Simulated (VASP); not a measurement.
Write the native input for VASP 6.6.1 that does the following.

| Item | Value |
| --- | --- |
| Task | single point |
| Functional | PBE |
| Potentials or basis | VASP PAW PBE potentials, release 64 (Sn_d, Pb_d, S) |
| Cutoff | 520 eV |
| k mesh | 4 × 4 × 4 |
| Occupations | gaussian, width 0.1 eV |
| Spin | no spin polarisation |
| Dipole correction | no |
| Further INCAR settings | ALGO = Normal; EDIFF = 1e-06; NBANDS = 50 |

The structure of SnPb3S4 lies in POSCAR:

```
SnPb3S4
1.0
   -2.9864408000      2.9864408000      5.9720615000
    2.9864408000     -2.9864408000      5.9720615000
    2.9864408000      2.9864408000     -5.9720615000
Sn Pb S
1 3 4
Direct
    0.5000000000      0.5000000000      0.0000000000
    0.7500000000      0.2500000000      0.5000000000
    0.2500000000      0.7500000000      0.5000000000
    0.0000000000      0.0000000000      0.0000000000
    0.0000000000      0.5000000000      0.5000000000
    0.7458940000      0.7458940000      0.0000000000
    0.5000000000      0.0000000000      0.5000000000
    0.2541060000      0.2541060000      0.0000000000
```

One way to write it, as run:

INCAR

```
ALGO = Normal ; EDIFF = 1E-6
ENCUT = 520 ; GGA = PE
ISIF = 2 ; ISMEAR = 0
LASPH = T ; LCHARG = F
LREAL = F ; LWAVE = F
NBANDS = 50 ; NELM = 60
PREC = Accurate ; SIGMA = 0.1
```

KPOINTS

```
k-points
0
Gamma
  4 4 4
```

Potentials or basis: VASP PAW PBE potentials, release 64 (Sn_d, Pb_d, S).

Launch:

```bash
$ cat potpaw_PBE.64/Sn_d/POTCAR potpaw_PBE.64/Pb_d/POTCAR potpaw_PBE.64/S/POTCAR > POTCAR
$ mpirun -np 1 vasp_std > vasp.out
```

Results of the run:

```
Pressure               : -0.1 GPa
Largest force          : 0.023 eV/Å
Band gap on the k mesh : 0.01 eV
```

Caveat: the smearing spreads over this small gap; spin-orbit coupling is left out, which moves the levels of the heavy elements.

It took 110 s on 1 thread of Intel(R) Xeon(R) 6975P-C (Granite Rapids), with other jobs on the host, peak memory 0.46 GiB.
